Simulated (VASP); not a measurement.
Wanted: the native input for a VASP 6.6.1 run.

```
Task                   : relaxation of cell and atoms
Functional             : PBE
Potentials or basis    : VASP PAW PBE potentials, release 64 (Zr_sv, Al)
Cutoff                 : 500 eV
k mesh                 : 8 × 8 × 8
Occupations            : gaussian, width 0.1 eV
Spin                   : no spin polarisation
Dipole correction      : no
Further INCAR settings : ALGO = Normal; EDIFF = 1e-07; IBRION = 2; EDIFFG = -0.01; NSW = 100; ISIF = 3
```

The structure of Zr4Al lies in POSCAR:

```
Zr4Al
1.0
    5.1011189387      0.0000000000      0.0000000000
    0.0000000000      5.1011189387      0.0000000000
    0.0000000000      0.0000000000      5.1011189387
Zr Al
4 1
Direct
    0.0000000000      0.5000000000      0.5000000000
    0.5000000000      0.0000000000      0.5000000000
    0.5000000000      0.5000000000      0.0000000000
    0.5000000000      0.5000000000      0.5000000000
    0.0000000000      0.0000000000      0.0000000000
```

The cell was generated, and may not be a known phase.

These files were run (other wordings do the same):

INCAR

```
PREC = Accurate
ENCUT = 500
EDIFF = 1E-7
ISMEAR = 0
SIGMA = 0.1
LREAL = False
LASPH = True
NELM = 120
ALGO = Normal
ISIF = 3
LWAVE = False
LCHARG = False
GGA = PE
IBRION = 2
NSW = 100
EDIFFG = -0.01
GGA_COMPAT = False
NELMIN = 4
```

KPOINTS

```
Automatic mesh
0
Gamma
  8 8 8
```

Potentials or basis: VASP PAW PBE potentials, release 64 (Zr_sv, Al).

Command:

```bash
$ cat potpaw_PBE.64/Zr_sv/POTCAR potpaw_PBE.64/Al/POTCAR > POTCAR
$ mpirun -np 1 vasp_std > vasp.out
```

Results of the run:

| Quantity | Value |
| --- | --- |
| Relaxed volume | 26.28 Å³/atom |
| Relaxed cell | a = 5.084 Å, b = 5.084 Å, c = 5.084 Å, α = 90.00°, β = 90.00°, γ = 90.00° |
| Space group after relaxing (to 0.1 Å) | Pm-3m (No. 221) |
| Energy gained by relaxing | 0.5 meV/atom |
| Ionic steps | 3 |
| Pressure after relaxing | 0.0 GPa |
| Band gap on the k mesh | zero (an odd number of electrons rules out a gap without spin polarisation) |

Wall time 4.5 min on 1 thread of Oxide Virtual Turin-like Processor, with other jobs on the host, peak memory 0.27 GiB.
